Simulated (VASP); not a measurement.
Here is a VASP 6.6.1 calculation.

Contents of INCAR:

```
PREC = Accurate
ENCUT = 520
EDIFF = 1E-6
ISMEAR = -1
SIGMA = 0.05
LREAL = False
LASPH = True
NELM = 150
ALGO = Normal
ISIF = 2
LWAVE = False
LCHARG = False
MAGMOM = 0 0 0
LORBIT = 11
LSORBIT = True
GGA_COMPAT = False
LORBMOM = True
GGA = PE
NBANDS = 18
```

Contents of KPOINTS:

```
Automatic mesh
0
Gamma
  17 17 17
```

Contents of POSCAR:

```
Na
1.0
   -2.0981080271      2.0981080271      2.0981080271
    2.0981080271     -2.0981080271      2.0981080271
    2.0981080271      2.0981080271     -2.0981080271
Na
1
Direct
    0.0000000000      0.0000000000      0.0000000000
```

Potentials or basis: VASP PAW PBE potentials, release 64 (Na_pv).

Command:

```bash
$ cat potpaw_PBE.64/Na_pv/POTCAR > POTCAR
$ mpirun -np 1 vasp_ncl > vasp.out
```

(1) Estimate the net moment.

(2) Estimate the pressure.

## Answers

(1) 0.00 μB per cell.

(2) -0.1 GPa.
